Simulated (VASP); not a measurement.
Crystal: ZnCuO.

```
Zn Cu O
1.0
     3.39041    0.00000    0.00000
    -1.69521    2.93619    0.00000
     0.00000    0.00000    6.98729
Zn Cu O
2 2 2
Direct
  0.00000 0.00000 0.25000
  0.00000 0.00000 0.75000
  0.33333 0.66667 0.25000
  0.66667 0.33333 0.75000
  0.00000 0.00000 0.00000
  0.00000 0.00000 0.50000
```

The cell was generated, and may not be a known phase.

| Property | Result |
| --- | --- |
| Program | VASP 6.6.1 |
| Task | relaxation of cell and atoms |
| Functional | PBE |
| Potentials or basis | VASP PAW PBE potentials, release 64 (Zn, Cu, O) |
| Cutoff | 600 eV |
| k mesh | 6 × 6 × 4 |
| Occupations | gaussian, width 0.1 eV |
| Spin | collinear spin |
| Starting moments | [0.0, 0.0, -1.0, 1.0, 0.0, 0.0] μB |

At the start: pressure 71.3 GPa; volume 11.59 Å³/atom.

Question: Where does the relaxation end?

Answer: Over 8 steps the energy falls by 1134.8 meV/atom and the volume is 18.63 Å³/atom (+60.7 %); space group P6_3/mmc (No. 194, to 0.1 Å) before and after; moment 0.00 μB per cell.

Step by step:
| step | energy change (eV) | largest force (eV/Å) | pressure (GPa) | volume (Å³) |
| --- | --- | --- | --- | --- |
| 1 | 0.0000 | 0.0000 | 71.28 | 69.56 |
| 2 | -5.7373 | 0.0000 | -10.38 | 134.73 |
| 3 | -6.4660 | 0.0000 | -0.30 | 107.69 |
| 4 | -6.4821 | 0.0000 | -2.55 | 111.94 |
| 5 | -6.7860 | 0.0000 | 2.12 | 109.92 |
| 6 | -6.8037 | 0.0000 | 0.96 | 110.32 |
| 7 | -6.8036 | 0.0000 | 0.87 | 110.35 |
| 8 | -6.8090 | 0.0000 | 0.12 | 111.77 |

Final structure:
```
Zn Cu O
1.0
     4.20965    0.00000    0.00000
    -2.10483    3.64566    0.00000
     0.00000    0.00000    7.28308
Zn Cu O
2 2 2
Direct
  0.00000 0.00000 0.25000
  0.00000 0.00000 0.75000
  0.33333 0.66667 0.25000
  0.66667 0.33333 0.75000
  0.00000 0.00000 0.00000
  0.00000 0.00000 0.50000
```

Caveat: the volume moved by over 15 % at a fixed basis, so the end points are rough.
